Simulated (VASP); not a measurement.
# H2Ru12N: single point with PBEsol

The system is H2Ru12N, a slab with vacuum.

```
Ru N H
1.0
     5.40000    0.00000    0.00000
     2.70000    4.67654    0.00000
     0.00000    0.00000   17.27680
Ru N H
12 1 2
Direct
  0.00000 0.00000 0.05788
  0.50000 0.00000 0.05788
  0.00000 0.50001 0.05788
  0.50000 0.50001 0.05788
  0.81490 0.31671 0.16645
  0.39241 0.30452 0.16028
  0.80580 0.88510 0.16202
  0.33515 0.83288 0.17541
  0.99863 0.99230 0.29263
  0.51035 0.00937 0.29617
  0.02568 0.51038 0.25519
  0.50397 0.49402 0.29529
  0.16314 0.38894 0.59436
  0.81647 0.77181 0.31337
  0.36809 0.16882 0.39606
```

```yaml
Program: VASP 6.6.1
Task: single point
Functional: PBEsol
Potentials_or_basis: VASP PAW PBE potentials, release 64 (Ru_pv, N, H)
Cutoff: 520 eV
k_mesh: 2 × 2 × 1
Occupations: fermi-dirac, width 0.05 eV
Spin: no spin polarisation
Dipole_correction: no
Further_INCAR_settings: LREAL = Auto; ALGO = Normal; EDIFF = 1e-06; NBANDS = 100
```

The largest force is 8.203 eV/Å and the band gap on the k mesh is zero (an odd number of electrons rules out a gap without spin polarisation).

Forces in eV/Å, atoms in the order of the input:
```
Ru   1.293 -0.059 -3.460
Ru  -1.597 -1.238 -4.935
Ru   0.028 -0.013 -0.775
Ru   0.694  1.471 -4.118
Ru   4.310  2.225  1.856
Ru  -5.477  4.280  4.357
Ru   1.741 -6.451  2.948
Ru   0.056 -0.032 -0.551
Ru   0.809  0.581 -0.055
Ru  -3.031  2.464  0.190
Ru  -0.664 -1.735  4.666
Ru   0.134 -0.090 -0.607
N    0.009 -0.014 -0.061
H    1.336 -0.787  2.364
H    0.360 -0.602 -1.819
```

Levels at points of the mesh, in eV from the Fermi level:
```tsv
k point	band 85	band 86	band 87	band 88	band 89	band 90	band 91	band 92	band 93	band 94
(0.00, 0.00, 0.00)	0.16	0.28	0.34	0.41	0.55	0.79	1.12	1.18	1.32	1.38
(0.50, 0.00, 0.00)	-0.30	-0.16	-0.11	-0.06	-0.03	0.01	0.02	0.04	0.32	0.48
(0.50, 0.50, 0.00)	-0.34	-0.17	-0.11	-0.06	-0.01	0.02	0.08	0.14	0.29	0.47
(0.00, 0.50, 0.00)	-0.32	-0.26	-0.16	-0.10	-0.06	-0.01	0.02	0.04	0.36	0.41
```

Wall time 10 min on 1 thread of Intel(R) Xeon(R) Platinum 8488C (Sapphire Rapids), with other jobs on the host, peak memory 0.52 GiB.

Caveat: the k points lie up to 0.67 Å⁻¹ apart, too coarse for converged energies and pressures of a metal; there is no dipole correction, which matters where the two faces differ; the PAW data sets were made with another functional, which shifts forces and pressure a little.
